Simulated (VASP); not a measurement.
# Mg5ZnS6 in VASP: further runs

Mg5ZnS6 is run at these levels: PBE; tasks: single point, relaxation of cell and atoms.

Program: VASP 6.6.1. These are calculated values, not measurements. Logs are shortened: lines on timing, memory, paths and dates and some standing lists are left out, and cuts for length are marked.

### 1 The cell of the first run

Symmetry: P-3m1, No. 164, trigonal system. Conventional cell: a = 3.846 Å, b = 3.846 Å, c = 18.840 Å, α = 90.00°, β = 90.00°, γ = 120.00°. Mg (site symmetry 3m) has 6 S at 2.72 Å within 3.6 Å. Mg (site symmetry -3m) has 6 S at 2.72 Å within 3.6 Å. Mg (site symmetry 3m) has 6 S at 2.72 Å within 3.6 Å. Zn (site symmetry -3m) has 6 S at 2.72 Å within 3.6 Å. S (site symmetry 3m) has 6 Mg at 2.72 Å within 3.6 Å. S (site symmetry 3m) has 6 Mg at 2.72 Å within 3.6 Å. Within 3.6 Å of S (site symmetry 3m) lie 3 Zn at 2.72 Å and 3 Mg at 2.72 Å.

### 2 Single point, PBE

Contents of INCAR:

```
SYSTEM = Mg5ZnS6
PREC = Accurate
ENCUT = 600
EDIFF = 1E-6
ISMEAR = 0
SIGMA = 0.1
LREAL = .FALSE.
LASPH = .TRUE.
NELM = 120
ALGO = Normal
ISIF = 2
LWAVE = .FALSE.
LCHARG = .FALSE.
GGA = PE
NBANDS = 41
GGA_COMPAT = .FALSE.
```

Contents of KPOINTS:

```
regular mesh
0
G
  6 6 1
  0 0 0
```

Contents of POSCAR:

```
Mg5ZnS6
1.0
    3.8456747300      0.0000000000      0.0000000000
   -1.9228373700      3.3304520100      0.0000000000
    0.0000000000      0.0000000000     18.8398816300
Mg Zn S
5 1 6
Direct
    0.3333333300      0.6666666700      0.8333333300
    0.0000000000      0.0000000000      0.0000000000
    0.6666666700      0.3333333300      0.1666666700
    0.3333333300      0.6666666700      0.3333333300
    0.6666666700      0.3333333300      0.6666666700
    0.0000000000      0.0000000000      0.5000000000
    0.6666666700      0.3333333300      0.9166666700
    0.3333333300      0.6666666700      0.0833333300
    0.0000000000      0.0000000000      0.2500000000
    0.6666666700      0.3333333300      0.4166666700
    0.3333333300      0.6666666700      0.5833333300
    0.0000000000      0.0000000000      0.7500000000
```

Potentials or basis: VASP PAW PBE potentials, release 64 (Mg, Zn, S).

Launch:

```
cat potpaw_PBE.64/Mg/POTCAR potpaw_PBE.64/Zn/POTCAR potpaw_PBE.64/S/POTCAR > POTCAR
mpirun -np 1 vasp_std > vasp.out
```

OUTCAR:

```text
SYSTEM = Mg5ZnS6
   PREC = Accurate
   ENCUT = 600
   EDIFF = 1E-6
   ISMEAR = 0
   LREAL = .FALSE.
   LASPH = .TRUE.
   NELM = 120
   ISIF = 2
   GGA = PE

 ion  position               nearest neighbor table
   1  0.333  0.667  0.833-  12 2.72  12 2.72  12 2.72   7 2.72   7 2.72   7 2.72
   2  0.000  0.000  0.000-   7 2.72   8 2.72   7 2.72   8 2.72   7 2.72   8 2.72
   3  0.667  0.333  0.167-   9 2.72   9 2.72   9 2.72   8 2.72   8 2.72   8 2.72
   4  0.333  0.667  0.333-   9 2.72   9 2.72   9 2.72  10 2.72  10 2.72  10 2.72
   5  0.667  0.333  0.667-  12 2.72  12 2.72  12 2.72  11 2.72  11 2.72  11 2.72
   6  0.000  0.000  0.500-  10 2.72  11 2.72  10 2.72  11 2.72  10 2.72  11 2.72
   7  0.667  0.333  0.917-   2 2.72   2 2.72   2 2.72   1 2.72   1 2.72   1 2.72
   8  0.333  0.667  0.083-   2 2.72   2 2.72   2 2.72   3 2.72   3 2.72   3 2.72
   9  0.000  0.000  0.250-   3 2.72   4 2.72   3 2.72   4 2.72   3 2.72   4 2.72
  10  0.667  0.333  0.417-   6 2.72   6 2.72   6 2.72   4 2.72   4 2.72   4 2.72
  11  0.333  0.667  0.583-   6 2.72   6 2.72   6 2.72   5 2.72   5 2.72   5 2.72
  12  0.000  0.000  0.750-   1 2.72   5 2.72   5 2.72   1 2.72   5 2.72   1 2.72

  LATTYP: Found a hexagonal cell.
 ALAT       =     3.8456747300
 C/A-ratio  =     4.8989794907

  Lattice vectors:

 A1 = (   3.8456747300,   0.0000000000,   0.0000000000)
 A2 = (  -1.9228373700,   3.3304520100,   0.0000000000)
 A3 = (   0.0000000000,   0.0000000000,  18.8398816300)

Analysis of symmetry for initial positions (statically):
=====================================================================
 Subroutine PRICEL returns:
 Original cell was already a primitive cell.

 Routine SETGRP: Setting up the symmetry group for a
 hexagonal supercell.

 Subroutine GETGRP returns: Found 12 space group operations
 (whereof 12 operations were pure point group operations)
 out of a pool of 24 trial point group operations.

The static configuration has the point symmetry D_3d.

Analysis of symmetry for dynamics (positions and initial velocities):
=====================================================================
 Subroutine PRICEL returns:
 Original cell was already a primitive cell.

 Routine SETGRP: Setting up the symmetry group for a
 hexagonal supercell.

 Subroutine GETGRP returns: Found 12 space group operations
 (whereof 12 operations were pure point group operations)
 out of a pool of 24 trial point group operations.

The dynamic configuration has the point symmetry D_3d.

 Subroutine INISYM returns: Found 12 space group operations
 (whereof 12 operations are pure point group operations),
 and found     1 'primitive' translations

[... 110 lines left out ...]
   EFERMI =   0.00;   METHOD = LEGACY
   ISMEAR =     0;   SIGMA  =   0.10  broadening in eV -4-tet -1-fermi 0-gaus
   EFERMI_NEDOS =   21; number of points for ismear=-14 and -15
   IALGO  =     38    algorithm
   IMIX   =      4    mixing-type and parameters
     AMIX     =   0.40;   BMIX     =  1.00
     AMIX_MAG =   1.60;   BMIX_MAG =  1.00
  volume/ion in A,a.u.               =      20.11       135.70
  Fermi-wavevector in a.u.,A,eV,Ry     =   1.017887  1.923527 14.096911  1.036094
  Thomas-Fermi vector in A             =   2.151313
   LORBIT       =      0    0 simple, 1 ext, 2 COOP (PROOUT), +10 PAW based schemes
   GGA     = PE    functional components
   LHFCALC =     F    Hartree Fock is set to
   AEXX    =    0.0000 exact exchange contribution
   IVDW    =     0    specifies the selected vdW correction
   LEPSILON=     F    determine dielectric tensor
   LRPA    =     F    only Hartree local field effects (RPA)
 non-spin polarized calculation
 Gauss-broadening in eV      SIGMA  =   0.10
  energy-cutoff  :      600.00
  volume of cell :      241.30
 maximum number of plane-waves:      8109
 NGX is ok and might be reduce to    32
   NGX = 15   NGY = 15   NGZ = 75

 number of electron      58.0000017 magnetization

 Free energy of the ion-electron system (eV)
  ---------------------------------------------------
  ext. energy  EPLUGINS =         0.00000000
  ---------------------------------------------------
  free energy    TOTEN  =       -47.84725849 eV

  energy without entropy =      -47.84725849  energy(sigma->0) =      -47.84725849

 E-fermi :   2.9745     XC(G=0):  -9.2735

 val. band max:        2.5413992281   @ k =   0.0000   0.0000   0.0000
 cond. band min:       4.0923862510   @ k =   0.5000   0.0000   0.0000
 fundamental gap:      1.5509870229
 Fermi energy:         2.9744761303

 k-point     1 :       0.0000    0.0000    0.0000
  band No.  band energies     occupation
      1      -9.5347      2.00000
      2      -9.3319      2.00000
      3      -9.3110      2.00000
      4      -8.8337      2.00000
      5      -8.8124      2.00000
      6      -8.5185      2.00000
[... 297 lines left out ...]
     40       9.6687      0.00000
     41       9.6687      0.00000

------------------------ aborting loop because EDIFF is reached ----------------------------------------

  FORCE on cell =-STRESS in cart. coord.  units (eV):
  Direction    XX          YY          ZZ          XY          YZ          ZX
  --------------------------------------------------------------------------------------
  -------------------------------------------------------------------------------------
  Total      -11.3767943    -11.3767943    -11.6090497      0.0000000      0.0000000      0.0000000
  in kB      -75.5399322    -75.5399322    -77.0820675      0.0000001      0.0000000      0.0000000
  external PRESSURE =     -76.0539773 kB  Pullay stress =       0.0000000 kB

 VOLUME and BASIS-vectors are now :
 -----------------------------------------------------------------------------
  energy-cutoff  :      600.00
  volume of cell :      241.30
      direct lattice vectors                 reciprocal lattice vectors
     3.845674730  0.000000000  0.000000000     0.260032392  0.150129772  0.000000000
    -1.922837370  3.330452010  0.000000000     0.000000000  0.300259543  0.000000000
     0.000000000  0.000000000 18.839881630     0.000000000  0.000000000  0.053078890

 POSITION                                       TOTAL-FORCE (eV/Angst)
 -----------------------------------------------------------------------------------
     -0.00000      2.22030     15.69990        -0.000000      0.000000     -0.003497
      0.00000      0.00000      0.00000        -0.000000      0.000000      0.000000
      1.92284      1.11015      3.13998        -0.000000     -0.000000      0.003497
     -0.00000      2.22030      6.27996        -0.000000     -0.000000      0.012603
      1.92284      1.11015     12.55992        -0.000000      0.000000     -0.012603
      0.00000      0.00000      9.41994        -0.000000      0.000000      0.000000
      1.92284      1.11015     17.26989        -0.000000      0.000000      0.000711
     -0.00000      2.22030      1.56999         0.000000      0.000000     -0.000711
      0.00000      0.00000      4.70997        -0.000000      0.000000     -0.004850
      1.92284      1.11015      7.84995         0.000000      0.000000      0.285572
     -0.00000      2.22030     10.98993        -0.000000      0.000000     -0.285572
      0.00000      0.00000     14.12991        -0.000000      0.000000      0.004850
 -----------------------------------------------------------------------------------
    total drift:                                0.000000     -0.000000      0.000000

  FREE ENERGIE OF THE ION-ELECTRON SYSTEM (eV)
  ---------------------------------------------------
  free  energy   TOTEN  =       -47.8472584853 eV

  energy  without entropy=      -47.8472584852  energy(sigma->0) =      -47.84725849
```

Wall time 4.5 min (1 thread of Intel Xeon 8259CL, shared host); peak memory 0.45 GiB.

What came out:

- Free energy: -47.8473 eV
- Pressure: -7.6 GPa
- Largest force: 0.286 eV/Å
- Band gap on the k mesh: 1.55 eV (least direct gap 1.87 eV)

Forces in eV/Å, atoms in the order of the input:
```
Mg   0.000  0.000 -0.003
Mg   0.000  0.000  0.000
Mg   0.000  0.000  0.003
Mg   0.000  0.000  0.013
Mg   0.000  0.000 -0.013
Zn   0.000  0.000  0.000
S    0.000  0.000  0.001
S    0.000  0.000 -0.001
S    0.000  0.000 -0.005
S    0.000  0.000  0.286
S    0.000  0.000 -0.286
S    0.000  0.000  0.005
```

Caveat: the cell stands under tension; an odd mesh through Γ misses points on the zone boundary, where band edges can lie.

### 3 Single point, PBE

This run uses another cell than the first one, of 17.69 Å³/atom.

Contents of INCAR:

```
ALGO = Normal
EDIFF = 1E-6
ENCUT = 600
GGA = PE
GGA_COMPAT = F
ISIF = 2
ISMEAR = 0
LASPH = T
LCHARG = F
LREAL = F
LWAVE = F
NBANDS = 41
NELM = 120
PREC = Accurate
SIGMA = 0.1
```

Contents of KPOINTS:

```
k-points
0
Gamma
  6 6 1
```

Contents of POSCAR:

```
Mg5ZnS6
1.0
    3.6882660985      0.0004972616     -0.0011537560
   -1.8437419472      3.1911115945     -0.0009232847
   -0.0055588918     -0.0086361806     18.0328934527
Mg Zn S
5 1 6
Direct
    0.3333884714      0.6665650347      0.8323321221
    0.0001345711     -0.0007588576      0.0000532987
    0.6669824439      0.3337525690      0.1678319029
    0.3331889394      0.6655185279      0.3354159510
    0.6665046639      0.3346159776      0.6647797999
   -0.0001746681      0.0009122214      0.5001054749
    0.6666756523      0.3334122466      0.9160223512
    0.3329555740      0.6655022011      0.0837171729
   -0.0000158141     -0.0004407960      0.2513763698
    0.6660150605      0.3320403586      0.4198743369
    0.3340117734      0.6683719279      0.5800927076
    0.0003333325      0.0005085889      0.7483985121
```

Potentials or basis: VASP PAW PBE potentials, release 64 (Mg, Zn, S).

Launch:

```
cat potpaw_PBE.64/Mg/POTCAR potpaw_PBE.64/Zn/POTCAR potpaw_PBE.64/S/POTCAR > POTCAR
mpirun -np 1 vasp_std > vasp.out
```

Run time: 8.2 min. Hardware: 1 thread of Intel Xeon 8259CL, shared host; peak memory 0.47 GiB.

It converged, with:

```
Free energy            : -48.6574 eV
Pressure               : -0.2 GPa
Largest force          : 0.025 eV/Å
Band gap on the k mesh : 1.84 eV (least direct gap 2.19 eV)
```

Forces on the atoms (eV/Å):
```
Mg  -0.001  0.004 -0.001
Mg  -0.005  0.003 -0.008
Mg   0.001 -0.012 -0.022
Mg  -0.004  0.006 -0.014
Mg   0.008 -0.004  0.003
Zn   0.002 -0.002  0.000
S    0.003 -0.004  0.008
S    0.001  0.009  0.014
S    0.000  0.000  0.023
S    0.003  0.005 -0.010
S   -0.004 -0.006  0.006
S   -0.004  0.001  0.001
```

Stress tensor (GPa, compression positive):
```
-0.28 -0.01  0.03
-0.01 -0.18  0.05
 0.03  0.05 -0.24
```

Levels at points of the mesh, in eV from the valence-band top:
| k point | band 25 | band 26 | band 27 | band 28 | band 29 | band 30 | band 31 | band 32 | band 33 | band 34 |
| --- | --- | --- | --- | --- | --- | --- | --- | --- | --- | --- |
| (0.00, 0.00, 0.00) | -0.10 | -0.10 | -0.08 | 0.00 | 0.00 | 3.13 | 4.34 | 4.34 | 4.59 | 4.66 |
| (0.50, 0.00, 0.00) | -1.43 | -1.03 | -0.85 | -0.42 | -0.35 | 1.85 | 3.20 | 3.54 | 4.41 | 4.50 |
| (0.00, 0.50, 0.00) | -1.43 | -1.03 | -0.86 | -0.42 | -0.35 | 1.84 | 3.19 | 3.53 | 4.41 | 4.49 |
| (0.50, 0.50, 0.00) | -1.43 | -1.03 | -0.85 | -0.41 | -0.35 | 1.85 | 3.20 | 3.54 | 4.42 | 4.50 |

Caveat: an odd mesh through Γ misses points on the zone boundary, where band edges can lie.

(Part 1 of 2 ends here.)
